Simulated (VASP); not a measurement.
Runs of VASP 6.6.1 on Os. The structure is that of space group Fm-3m (No. 225), or close to it. The cells are those of the table. This isn't the form of Os at room conditions, which is hcp.

```csv
cell,gap on the mesh (eV),pressure (GPa)
"a = 2.689 Å, angles 60.0°, 1 atom",none,0.4
"a = 2.669 Å, angles 60.0°, 1 atom",none,10.6
"a = 2.652 Å, angles 60.0°, 1 atom",none,(a)
"a = 2.636 Å, angles 60.0°, 1 atom",none,31.0
```

Alike in all rows: task single point; level LDA; potentials or basis VASP PAW LDA potentials, release 64 (Os_sv_GW); no spin polarisation; k mesh 21 × 21 × 21; cutoff (eV) 560; smearing gaussian 0.05 eV.

Q: Fill in the values left out.

A: (a) 20.8.

Caveats: spin-orbit coupling is left out, which moves the levels of the heavy elements; the cell stands under pressure (at least some runs).

A k mesh can miss the band edges, and the runs leave out spin-orbit coupling on Os.

A gap of «none» marks levels without a gap at the run's occupations.
